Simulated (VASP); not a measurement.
# Ta (Cmcm) in VASP: notebook

The runs below take Ta through single point, with PBE.

All numbers are computed with VASP 6.6.1; they aren't measurements. Logs are shortened: lines on timing, memory, paths and dates and some standing lists are left out, and cuts for length are marked.

**1. The cell of the first run**

Symmetry: Cmcm, No. 63, orthorhombic system. The conventional cell has a = 4.693 Å, b = 3.319 Å, c = 4.693 Å, α = 90.00°, β = 90.00°, γ = 90.00°. Ta (site symmetry m2m) has 14 Ta at 2.82 to 3.32 Å within 3.7 Å.

**2. Single point, PBE (atoms displaced along a vibrational mode)**

INCAR reads:

```
ALGO = Fast
EDIFF = 1E-7
ENCUT = 520
GGA = PE
ISIF = 2
ISMEAR = 0
LASPH = True
LCHARG = True
LELF = True
LREAL = False
LVHAR = True
LWAVE = False
NBANDS = 18
NELM = 60
PREC = Accurate
SIGMA = 0.15
```

KPOINTS reads:

```
k-points
0
Gamma
  22 22 14
```

POSCAR reads:

```
Ta
1.0
   -1.6593948201      1.6593948201      1.6593948201
    1.6593948201     -1.6593948201      1.6593948201
    3.3187896402      3.3187896402      0.0000000000
Ta
2
Direct
   -0.0135591601     -0.0135591601      0.0000000000
    0.5135591601      0.5135591601      0.5000000000
```

Potentials or basis: VASP PAW PBE potentials, release 64 (Ta_pv).

On the command line:

```bash
> cat potpaw_PBE.64/Ta_pv/POTCAR > POTCAR
> mpirun -np 1 vasp_std > vasp.out
```

OUTCAR:

```text
EDIFF = 1E-7
   ENCUT = 520
   GGA = PE
   ISIF = 2
   ISMEAR = 0
   LASPH = True
   LREAL = False
   NELM = 60
   PREC = Accurate

 ion  position               nearest neighbor table
   1  0.986  0.986  0.000-   2 2.82   2 2.82   2 2.93   2 2.93   2 3.32   2 3.32   2 3.32   2 3.32

   2  0.514  0.514  0.500-   1 2.82   1 2.82   1 2.93   1 2.93   1 3.32   1 3.32   1 3.32   1 3.32

  LATTYP: Found a base centered orthorhombic cell.
 ALAT       =     3.3187896402
 B/A-ratio  =     1.4142135624
 C/A-ratio  =     1.4142135624

  Lattice vectors:

 A1 = (  -1.6593948201,   1.6593948201,   1.6593948201)
 A2 = (   1.6593948201,  -1.6593948201,   1.6593948201)
 A3 = (   3.3187896402,   3.3187896402,   0.0000000000)

Analysis of symmetry for initial positions (statically):
=====================================================================
 Subroutine PRICEL returns:
 Original cell was already a primitive cell.

 Routine SETGRP: Setting up the symmetry group for a
 base centered orthorhombic supercell.

 Subroutine GETGRP returns: Found  8 space group operations
 (whereof  4 operations were pure point group operations)
 out of a pool of  8 trial point group operations.

The static configuration has the point symmetry C_2v.
 The point group associated with its full space group is D_2h.

Analysis of symmetry for dynamics (positions and initial velocities):
=====================================================================
 Subroutine PRICEL returns:
 Original cell was already a primitive cell.

 Routine SETGRP: Setting up the symmetry group for a
 base centered orthorhombic supercell.

 Subroutine GETGRP returns: Found  8 space group operations
 (whereof  4 operations were pure point group operations)
 out of a pool of  8 trial point group operations.

The dynamic configuration has the point symmetry C_2v.
 The point group associated with its full space group is D_2h.

 Subroutine INISYM returns: Found  8 space group operations
 (whereof  4 operations are pure point group operations),
 and found     1 'primitive' translations

----------------------------------------------------------------------------------------

                                     Primitive cell

  volume of cell :      36.5544

  direct lattice vectors                    reciprocal lattice vectors
    -1.659394820  1.659394820  1.659394820    -0.150657334  0.150657334  0.301314668
     1.659394820 -1.659394820  1.659394820     0.150657334 -0.150657334  0.301314668
     3.318789640  3.318789640  0.000000000     0.150657334  0.150657334  0.000000000

  length of vectors
     2.874156138  2.874156138  4.693477320     0.369033595  0.369033595  0.213061645

  position of ions in fractional coordinates (direct lattice)
     0.986440840  0.986440840  0.000000000
     0.513559160  0.513559160  0.500000000

  ion indices of the primitive-cell ions
   primitive index   ion index
                 1           1
                 2           2

----------------------------------------------------------------------------------------

 KPOINTS: k-points

Automatic generation of k-mesh.
 Grid dimensions read from file:
 generate k-points for:   22   22   14

 Generating k-lattice:

  Cartesian coordinates                     Fractional coordinates (reciprocal lattice)
    -0.006848061  0.006848061  0.013696121     0.045454545  0.000000000  0.000000000
     0.006848061 -0.006848061  0.013696121     0.000000000  0.045454545  0.000000000
     0.010761238  0.010761238  0.000000000     0.000000000  0.000000000  0.071428571

  Length of vectors
     0.016774254  0.016774254  0.015218689

  Shift w.r.t. Gamma in fractional coordinates (k-lattice)
     0.000000000  0.000000000  0.000000000

 Subroutine IBZKPT returns following result:
 ===========================================

 Found   1064 irreducible k-points:

 Following reciprocal coordinates:
            Coordinates               Weight
  0.000000  0.000000  0.000000      1.000000
  0.045455  0.000000  0.000000      4.000000
  0.090909  0.000000  0.000000      4.000000
  0.136364  0.000000  0.000000      4.000000
  0.181818  0.000000  0.000000      4.000000
  0.227273  0.000000  0.000000      4.000000
[... 16 lines left out ...]
  0.500000  0.045455  0.000000      4.000000
 -0.454545  0.045455  0.000000      4.000000
 [... further k-points ...]
   k-points           NKPTS =   1064   k-points in BZ     NKDIM =   1064   number of bands    NBANDS=     18
   number of dos      NEDOS =    301   number of ions     NIONS =      2
   total plane-waves  NPLWV =  20736
   dimension x,y,z NGX =    24 NGY =   24 NGZ =   36
   dimension x,y,z NGXF=    48 NGYF=   48 NGZF=   72
   ions per type =               2
   NGX,Y,Z   is equivalent  to a cutoff of  13.88, 13.88, 12.75 a.u.
   NGXF,Y,Z  is equivalent  to a cutoff of  27.76, 27.76, 25.50 a.u.
 SYSTEM =  unknown system
   PREC   = accura    normal or accurate (medium, high low for compatibility)
   ISTART =      0    job   : 0-new  1-cont  2-samecut
   ICHARG =      2    charge: 1-file 2-atom 10-const
   ISPIN  =      1    spin polarized calculation?
   LNONCOLLINEAR =      F non collinear calculations
   LSORBIT =      F    spin-orbit coupling
   LASPH  =      T    aspherical Exc in radial PAW
   ENCUT  =  520.0 eV  38.22 Ry    6.18 a.u.   5.34  5.34  8.73*2*pi/ulx,y,z
   NELM   =     60;   NELMIN=  2; NELMDL= -5     # of ELM steps
   EDIFF  = 0.1E-06   stopping-criterion for ELM
   LREAL  =      F    real-space projection
   EDIFFG = 0.1E-05   stopping-criterion for IOM
   NSW    =      0    number of steps for IOM
   IBRION =     -1    ionic relax: 0-MD 1-quasi-New 2-CG
   NFREE  =      0    steps in history (QN), initial steepest desc. (CG)
   ISIF   =      2    stress and relaxation
   ISYM   =      2    0-nonsym 1-usesym 2-fastsym
   POTIM  = 0.5000    time-step for ionic-motion
   TEBEG  =    0.0;   TEEND  =   0.0 temperature during run
   PSTRESS=    0.0 pullay stress
   NELECT =      22.0000    total number of electrons
   NUPDOWN=      -1.0000    fix difference up-down
   EMIN   =  10.00;   EMAX   =-10.00  energy-range for DOS
   EFERMI =   0.00;   METHOD = LEGACY
   ISMEAR =     0;   SIGMA  =   0.15  broadening in eV -4-tet -1-fermi 0-gaus
   EFERMI_NEDOS =   21; number of points for ismear=-14 and -15
   IALGO  =     68    algorithm
   IMIX   =      4    mixing-type and parameters
     AMIX     =   0.40;   BMIX     =  1.00
     AMIX_MAG =   1.60;   BMIX_MAG =  1.00
  volume/ion in A,a.u.               =      18.28       123.34
  Fermi-wavevector in a.u.,A,eV,Ry     =   1.382195  2.611970 25.993429  1.910463
  Thomas-Fermi vector in A             =   2.506909
   LORBIT       =      0    0 simple, 1 ext, 2 COOP (PROOUT), +10 PAW based schemes
   GGA     = PE    functional components
   LHFCALC =     F    Hartree Fock is set to
   AEXX    =    0.0000 exact exchange contribution
   IVDW    =     0    specifies the selected vdW correction
   LEPSILON=     F    determine dielectric tensor
   LRPA    =     F    only Hartree local field effects (RPA)
 non-spin polarized calculation
 RMM-DIIS sequential band-by-band and
 Gauss-broadening in eV      SIGMA  =   0.15
  energy-cutoff  :      520.00
  volume of cell :       36.55
 maximum number of plane-waves:      1027
 NGX is ok and might be reduce to    24
   NGX = 11   NGY = 11   NGZ = 17

 number of electron      22.0000004 magnetization

 Free energy of the ion-electron system (eV)
  ---------------------------------------------------
  ext. energy  EPLUGINS =         0.00000000
  ---------------------------------------------------
  free energy    TOTEN  =       -23.61212779 eV

  energy without entropy =      -23.58132586  energy(sigma->0) =      -23.59672682

 E-fermi :   5.3718     XC(G=0): -12.5426

 val. band max:        5.3718085476   @ k =   0.1818   0.0455   0.0714
 cond. band min:       5.3718374344   @ k =  -0.4091   0.4091   0.3571
 fundamental gap:      0.0000288868
 Fermi energy:         5.3718101411

 k-point     1 :       0.0000    0.0000    0.0000
  band No.  band energies     occupation
      1     -28.8910      2.00000
      2     -28.1256      2.00000
      3     -27.7660      2.00000
      4     -27.7655      2.00000
      5     -27.7626      2.00000
      6     -27.7568      2.00000
[... 10 lines left out ...]
     17      10.1637      0.00000
     18      12.9391      0.00000

 k-point     2 :       0.0455    0.0000    0.0000
  band No.  band energies     occupation
      1     -28.8838      2.00000
      2     -28.1321      2.00000
      3     -27.7836      2.00000
      4     -27.7753      2.00000
      5     -27.7652      2.00000
      6     -27.7606      2.00000
[... 10 lines left out ...]
     17      10.2366      0.00000
     18      13.0199      0.00000

 k-point     3 :       0.0909    0.0000    0.0000
  band No.  band energies     occupation
      1     -28.8625      2.00000
      2     -28.1533      2.00000
      3     -27.8383      2.00000
      4     -27.8010      2.00000
      5     -27.7719      2.00000
      6     -27.7699      2.00000
[... 10 lines left out ...]
     17      10.3765      0.00000
     18      13.2788      0.00000

 k-point     4 :       0.1364    0.0000    0.0000
  band No.  band energies     occupation
      1     -28.8278      2.00000
      2     -28.1931      2.00000
      3     -27.9240      2.00000
      4     -27.8340      2.00000
      5     -27.7909      2.00000
      6     -27.7772      2.00000
[... 10 lines left out ...]
     17      10.4608      0.00000
     18      13.7358      0.00000

 k-point     5 :       0.1818    0.0000    0.0000
  band No.  band energies     occupation
      1     -28.7807      2.00000
      2     -28.2543      2.00000
      3     -28.0329      2.00000
      4     -27.8644      2.00000
      5     -27.8177      2.00000
      6     -27.7870      2.00000
[... 10 lines left out ...]
     17      10.4390      0.00000
     18      14.3712      0.00000

 k-point     6 :       0.2273    0.0000    0.0000
  band No.  band energies     occupation
      1     -28.7230      2.00000
      2     -28.3343      2.00000
      3     -28.1556      2.00000
      4     -27.8861      2.00000
      5     -27.8523      2.00000
      6     -27.7988      2.00000
[... 10 lines left out ...]
     17      10.3223      0.00000
     18      14.8245      0.00000

 k-point     7 :       0.2727    0.0000    0.0000
  band No.  band energies     occupation
      1     -28.6566      2.00000
      2     -28.4240      2.00000
      3     -28.2822      2.00000
      4     -27.8986      2.00000
      5     -27.8946      2.00000
      6     -27.8121      2.00000
[... 10 lines left out ...]
     17      10.1392      0.00000
     18      14.2947      0.00000

 k-point     8 :       0.3182    0.0000    0.0000
  band No.  band energies     occupation
      1     -28.5838      2.00000
      2     -28.5126      2.00000
      3     -28.4029      2.00000
      4     -27.9441      2.00000
      5     -27.9036      2.00000
      6     -27.8263      2.00000
[... 10 lines left out ...]
     17       9.9918      0.00000
     18      13.9883      0.00000
[... 229 lines left out ...]
     17      10.2680      0.00000
     18      13.6380      0.00000

 k-point    20 :       0.3636    0.0455    0.0000
  band No.  band energies     occupation
      1     -28.5898      2.00000
      2     -28.5225      2.00000
      3     -28.4589      2.00000
      4     -28.0445      2.00000
      5     -27.9294      2.00000
      6     -27.8636      2.00000
[... 10 lines left out ...]
     17      10.5381      0.00000
     18      13.8564      0.00000

 k-point    21 :       0.4091    0.0455    0.0000
  band No.  band energies     occupation
      1     -28.6446      2.00000
      2     -28.6039      2.00000
      3     -28.3879      2.00000
      4     -28.0999      2.00000
      5     -27.9215      2.00000
      6     -27.8747      2.00000
[... 10 lines left out ...]
     17      11.3871      0.00000
     18      14.5075      0.00000

 k-point    22 :       0.4545    0.0455    0.0000
  band No.  band energies     occupation
      1     -28.6743      2.00000
      2     -28.6576      2.00000
      3     -28.3407      2.00000
      4     -28.1373      2.00000
      5     -27.9097      2.00000
      6     -27.8846      2.00000
[... 10 lines left out ...]
     17      12.4576      0.00000
     18      14.4439      0.00000

 k-point    23 :       0.5000    0.0455    0.0000
  band No.  band energies     occupation
      1     -28.6853      2.00000
      2     -28.6708      2.00000
      3     -28.3500      2.00000
      4     -28.1248      2.00000
      5     -27.8952      2.00000
      6     -27.8929      2.00000
[... 10 lines left out ...]
     17      13.4319      0.00000
     18      13.5792      0.00000

 k-point    24 :      -0.4545    0.0455    0.0000
  band No.  band energies     occupation
      1     -28.6782      2.00000
      2     -28.6412      2.00000
      3     -28.4052      2.00000
      4     -28.0734      2.00000
      5     -27.8996      2.00000
      6     -27.8787      2.00000
[... 10 lines left out ...]
     17      12.3920      0.00000
     18      14.6939      0.00000

 [... further k-points ...]

------------------------ aborting loop because EDIFF is reached ----------------------------------------

  FORCE on cell =-STRESS in cart. coord.  units (eV):
  Direction    XX          YY          ZZ          XY          YZ          ZX
  --------------------------------------------------------------------------------------
  -------------------------------------------------------------------------------------
  Total        0.1236364      0.1236364      0.0510002      0.0599495     -0.0000000      0.0000000
  in kB        5.4189842      5.4189842      2.2353402      2.6275844     -0.0000000      0.0000000
  external PRESSURE =       4.3577695 kB  Pullay stress =       0.0000000 kB

 VOLUME and BASIS-vectors are now :
 -----------------------------------------------------------------------------
  energy-cutoff  :      520.00
  volume of cell :       36.55
      direct lattice vectors                 reciprocal lattice vectors
    -1.659394820  1.659394820  1.659394820    -0.150657334  0.150657334  0.301314668
     1.659394820 -1.659394820  1.659394820     0.150657334 -0.150657334  0.301314668
     3.318789640  3.318789640  0.000000000     0.150657334  0.150657334  0.000000000

 POSITION                                       TOTAL-FORCE (eV/Angst)
 -----------------------------------------------------------------------------------
      0.00000      0.00000      3.27379         0.000000      0.000000      0.613385
      1.65939      1.65939      1.70439        -0.000000     -0.000000     -0.613385
 -----------------------------------------------------------------------------------
    total drift:                                0.000000     -0.000000      0.000000

  FREE ENERGIE OF THE ION-ELECTRON SYSTEM (eV)
  ---------------------------------------------------
  free  energy   TOTEN  =       -23.6121277891 eV

  energy  without entropy=      -23.5813258563  energy(sigma->0) =      -23.59672682
```

Run time: 3.8 min. Hardware: 1 thread of Intel Xeon 6975P-C (Granite Rapids), shared host; peak memory 0.63 GiB.

Results:

| Quantity | Value |
| --- | --- |
| Free energy | -23.6121 eV |
| Pressure | 0.4 GPa |
| Largest force | 0.613 eV/Å |
| Band gap on the k mesh | zero (bands 11 and 12 overlap by 2.87 eV) |

Forces on the atoms (eV/Å):
```
Ta   0.000  0.000  0.613
Ta   0.000  0.000 -0.613
```

Stress tensor (GPa, compression positive):
```
0.54 0.26 0.00
0.26 0.54 0.00
0.00 0.00 0.22
```

Levels at points of the mesh, in eV from the Fermi level:
| k point | band 9 | band 10 | band 11 | band 12 | band 13 | band 14 |
| --- | --- | --- | --- | --- | --- | --- |
| (0.00, 0.00, 0.00) | -1.49 | 0.71 | 0.71 | 0.75 | 1.52 | 3.82 |
| (0.50, 0.00, 0.00) | -1.62 | -1.18 | -0.61 | -0.52 | 3.46 | 3.65 |
| (0.50, 0.50, 0.00) | -3.71 | -1.47 | 1.52 | 3.73 | 4.84 | 6.56 |
| (0.00, 0.00, 0.50) | -0.54 | -0.54 | -0.11 | -0.11 | 3.26 | 3.26 |
| (0.50, 0.00, 0.50) | -1.51 | -1.51 | 1.52 | 1.52 | 3.83 | 3.83 |
| (0.50, 0.50, 0.50) | -1.87 | -1.87 | 0.92 | 0.92 | 1.92 | 1.92 |

Caveat: the cell differs from its parent crystal (atoms displaced along a vibrational mode); spin-orbit coupling is left out, which moves the levels of the heavy elements.

**3. Single point, PBE (atoms displaced along a vibrational mode)**

Changes to INCAR since step 2:

```diff
@@ -1,3 +1,3 @@
 ALGO = Fast
-EDIFF = 1E-7
+EDIFF = 1E-6
 ENCUT = 520
@@ -13,3 +13,3 @@
 NBANDS = 18
-NELM = 60
+NELM = 80
 PREC = Accurate
```

KPOINTS is that of step 2.

POSCAR reads:

```
Ta
1.0
   -1.6593948201      1.6593948201      1.6593948201
    1.6593948201     -1.6593948201      1.6593948201
    3.3187896402      3.3187896402      0.0000000000
Ta
2
Direct
   -0.0045197200     -0.0045197200      0.0000000000
    0.5045197200      0.5045197200      0.5000000000
```

Potentials or basis: VASP PAW PBE potentials, release 64 (Ta_pv).

On the command line:

```bash
> cat potpaw_PBE.64/Ta_pv/POTCAR > POTCAR
> mpirun -np 1 vasp_std > vasp.out
```

It took 3 min on 1 thread of Intel Xeon 6975P-C (Granite Rapids), shared host; peak memory 0.63 GiB.

The run converged. Its results:

```yaml
Free_energy: -23.6369 eV
Pressure: 0.3 GPa
Largest_force: 0.208 eV/Å
Band_gap_on_the_k_mesh: zero (bands 11 and 12 overlap by 2.94 eV)
```

Forces in eV/Å, atoms in the order of the input:
```
Ta   0.000  0.000  0.208
Ta   0.000  0.000 -0.208
```

Levels at points of the mesh, in eV from the Fermi level:
```
           k point  band 9  band 10  band 11  band 12  band 13  band 14
(0.00, 0.00, 0.00)   -1.50     0.73     0.73     0.74     1.52     3.83
(0.50, 0.00, 0.00)   -1.47    -1.33    -0.57    -0.54     3.53     3.59
(0.50, 0.50, 0.00)   -3.71    -1.50     1.52     3.82     4.84     6.70
(0.00, 0.00, 0.50)   -0.53    -0.53    -0.08    -0.08     3.28     3.28
(0.50, 0.00, 0.50)   -1.50    -1.50     1.52     1.52     3.83     3.83
(0.50, 0.50, 0.50)   -1.86    -1.86     1.08     1.08     1.74     1.74
```

Caveat: the cell differs from its parent crystal (atoms displaced along a vibrational mode); spin-orbit coupling is left out, which moves the levels of the heavy elements.
